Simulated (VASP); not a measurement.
# Er (Im-3m) in VASP: a series of runs, part 2 of 2

VASP 6.6.1. The steps go on from the part before.

### Step 6. Single point, PBE, collinear spin, ferromagnetic start (volume scaled by 1.04)

Contents of INCAR:

```
PREC     = Accurate       # precision mode
ENCUT    = 520            # plane-wave cutoff, eV
EDIFF    = 1E-6           # SCF threshold, eV
ISMEAR   = -1             # smearing method
SIGMA    = 0.05           # smearing width, eV
LREAL    = F              # projectors in reciprocal space
LASPH    = T              # aspherical terms in the spheres
NELM     = 150            # most SCF steps
ALGO     = Normal         # electronic algorithm
ISIF     = 2              # what is computed and relaxed
LWAVE    = F              # write WAVECAR
LCHARG   = F              # write CHGCAR
ISPIN    = 2              # spin polarisation
MAGMOM   = 3              # initial moments
LORBIT   = 11             # projections on sites
LMAXMIX  = 6              # l up to which the mixer works
GGA      = PE             # functional
NBANDS   = 21             # bands
```

Contents of KPOINTS:

```
regular mesh
0
Gamma
  9 9 9
```

Contents of POSCAR:

```
Er
1.0
   -2.0039669484      2.0039669484      2.0039669484
    2.0039669484     -2.0039669484      2.0039669484
    2.0039669484      2.0039669484     -2.0039669484
Er
1
Direct
    0.0000000000      0.0000000000      0.0000000000
```

Potentials or basis: VASP PAW PBE potentials, release 64 (Er).

Launch:

```sh
$ cat potpaw_PBE.64/Er/POTCAR > POTCAR
$ mpirun -np 1 vasp_std > vasp.out
```

OUTCAR:

```text
PREC = Accurate
   ENCUT = 520
   EDIFF = 1E-6
   ISMEAR = -1
   LREAL = F
   LASPH = T
   NELM = 150
   ISIF = 2
   ISPIN = 2
   LORBIT = 11
   GGA = PE

 ion  position               nearest neighbor table
   1  0.000  0.000  0.000-

  LATTYP: Found a body centered cubic cell.
 ALAT       =     4.0079338968

  Lattice vectors:

 A1 = (  -2.0039669484,   2.0039669484,   2.0039669484)
 A2 = (   2.0039669484,  -2.0039669484,   2.0039669484)
 A3 = (   2.0039669484,   2.0039669484,  -2.0039669484)
[... 1359 lines left out ...]
  -------------------------------------------------------------------------------------
  Total        0.3347602      0.3347602      0.3347602      0.0000000      0.0000000      0.0000000
  in kB       16.6614470     16.6614470     16.6614470      0.0000000      0.0000000      0.0000000
  external PRESSURE =      16.6614470 kB  Pullay stress =       0.0000000 kB

 VOLUME and BASIS-vectors are now :
 -----------------------------------------------------------------------------
  energy-cutoff  :      520.00
  volume of cell :       32.19
      direct lattice vectors                 reciprocal lattice vectors
    -2.003966948  2.003966948  2.003966948     0.000000000  0.249505113  0.249505113
     2.003966948 -2.003966948  2.003966948     0.249505113  0.000000000  0.249505113
     2.003966948  2.003966948 -2.003966948     0.249505113  0.249505113  0.000000000

 POSITION                                       TOTAL-FORCE (eV/Angst)
 -----------------------------------------------------------------------------------
      0.00000      0.00000      0.00000         0.000000      0.000000      0.000000
 -----------------------------------------------------------------------------------
    total drift:                               -0.000000     -0.000000     -0.000000

  FREE ENERGIE OF THE ION-ELECTRON SYSTEM (eV)
  ---------------------------------------------------
  free  energy   TOTEN  =        -5.0107798798 eV

  energy  without entropy=       -4.9121191230  energy(sigma->0) =       -4.96144950

 total charge

# of ion       s       p       d       f       tot
--------------------------------------------------
    1        2.136   5.756   0.357  11.408  19.657

 magnetization (x)

# of ion       s       p       d       f       tot
--------------------------------------------------
    1        0.002  -0.020   0.017   2.361   2.359
```

stdout:

```text
POSCAR found type information on POSCAR Er
 POSCAR found :  1 types and       1 ions
 scaLAPACK will be used
 LDA part: xc-table for (Slater+PW92), standard interpolation
 POSCAR, INCAR and KPOINTS ok, starting setup
 FFT: planning ... GRIDC
 FFT: planning ... GRID_SOFT
 FFT: planning ... GRID
 WAVECAR not read
 entering main loop
```

It took 87 s on 1 thread of Intel Xeon Platinum 8375C at 2.90GHz (Ice Lake), shared host; peak memory 0.2 GiB.

What came out:

```
Free energy                                           : -5.0108 eV
Pressure                                              : 1.7 GPa
Net moment                                            : 2.38 μB per cell
Site moments                                          : Er +2.36 μB
Valence electrons inside the program's atomic spheres : Er 19.66
```

Levels at points of the mesh, in eV from the Fermi level:
Spin up:
| k point | band 8 | band 9 | band 10 | band 11 | band 12 | band 13 | band 14 | band 15 | band 16 | band 17 |
| --- | --- | --- | --- | --- | --- | --- | --- | --- | --- | --- |
| (0.00, 0.00, 0.00) | -2.12 | -2.12 | -1.92 | -1.92 | -1.92 | 2.37 | 2.37 | 2.37 | 4.53 | 4.53 |
Spin down:
| k point | band 8 | band 9 | band 10 | band 11 | band 12 | band 13 |
| --- | --- | --- | --- | --- | --- | --- |
| (0.00, 0.00, 0.00) | -0.80 | 0.06 | 0.06 | 0.06 | 0.51 | 2.63 |

Caveat: the magnetic or orbital state may not be the lowest; spin-orbit coupling is left out, which moves the levels of the heavy elements. The state reached can hang on the start; a lower one may exist.

### Step 7. Single point, PBE, collinear spin, ferromagnetic start (volume scaled by 1.06)

Contents of INCAR:

```
SYSTEM = Er
PREC     = Accurate       ! precision mode
ENCUT    = 520            ! plane-wave cutoff, eV
EDIFF    = 1E-7           ! SCF threshold, eV
ISMEAR   = -1             ! smearing method
SIGMA    = 0.05           ! smearing width, eV
LREAL    = .False.        ! projectors in reciprocal space
LASPH    = .True.         ! aspherical terms in the spheres
NELM     = 150            ! most SCF steps
ALGO     = Normal         ! electronic algorithm
ISIF     = 2              ! what is computed and relaxed
LWAVE    = .False.        ! write WAVECAR
LCHARG   = .False.        ! write CHGCAR
ISPIN    = 2              ! spin polarisation
MAGMOM   = 3              ! initial moments
LORBIT   = 11             ! projections on sites
LMAXMIX  = 6              ! l up to which the mixer works
GGA      = PE             ! functional
NBANDS   = 21             ! bands
```

Contents of KPOINTS:

```
Automatic mesh
0
Gamma
  9 9 9
  0 0 0
```

Contents of POSCAR:

```
Er
1.0
   -2.0167314132      2.0167314132      2.0167314132
    2.0167314132     -2.0167314132      2.0167314132
    2.0167314132      2.0167314132     -2.0167314132
Er
1
Direct
    0.0000000000      0.0000000000      0.0000000000
```

Launch:

```sh
$ cat potpaw_PBE.64/Er/POTCAR > POTCAR
$ mpirun -np 1 vasp_std > vasp.out
```

Run time: 1.8 min. Hardware: 1 thread of Intel Xeon Platinum 8375C at 2.90GHz (Ice Lake), shared host; peak memory 0.2 GiB.

The run converged. Its results:

```
Free energy                                           : -5.0166 eV
Pressure                                              : 1.1 GPa
Net moment                                            : 2.38 μB per cell
Site moments                                          : Er +2.36 μB
Valence electrons inside the program's atomic spheres : Er 19.65
```

Levels at points of the mesh, in eV from the Fermi level:
Spin up:
| k point | band 8 | band 9 | band 10 | band 11 | band 12 | band 13 | band 14 | band 15 | band 16 | band 17 |
| --- | --- | --- | --- | --- | --- | --- | --- | --- | --- | --- |
| (0.00, 0.00, 0.00) | -2.12 | -2.12 | -1.91 | -1.91 | -1.91 | 2.35 | 2.35 | 2.35 | 4.48 | 4.48 |
Spin down:
| k point | band 6 | band 7 | band 8 | band 9 | band 10 | band 11 | band 12 | band 13 | band 14 | band 15 |
| --- | --- | --- | --- | --- | --- | --- | --- | --- | --- | --- |
| (0.00, 0.00, 0.00) | -0.79 | -0.79 | -0.79 | 0.06 | 0.06 | 0.06 | 0.50 | 2.61 | 2.61 | 2.61 |

Caveat: the magnetic or orbital state may not be the lowest; spin-orbit coupling is left out, which moves the levels of the heavy elements. The state reached can hang on the start; a lower one may exist.

### Step 8. The runs side by side

| cell | gap on the mesh (eV) | pressure (GPa) | moment (μB) |
| --- | --- | --- | --- |
| a = 3.356 Å, angles 109.5°, 1 atom | none | 4.9 | 2.31 |
| a = 3.403 Å, angles 109.5°, 1 atom | none | 3.2 | 2.31 |
| a = 3.426 Å, angles 109.5°, 1 atom | none | 1.7 | 2.20 |
| a = 3.449 Å, angles 109.5°, 1 atom | none | 2.2 | 2.38 |
| a = 3.471 Å, angles 109.5°, 1 atom | none | 1.7 | 2.38 |
| a = 3.493 Å, angles 109.5°, 1 atom | none | 1.1 | 2.38 |

Alike in all rows: task single point; level PBE; potentials or basis VASP PAW PBE potentials, release 64 (Er); spin collinear, ferromagnetic start; k mesh 9 × 9 × 9; cutoff (eV) 520; smearing fermi-dirac 0.05 eV.

Caveats: the magnetic or orbital state may not be the lowest; spin-orbit coupling is left out, which moves the levels of the heavy elements.

Absolute energies hang on the potentials; compare differences alone.
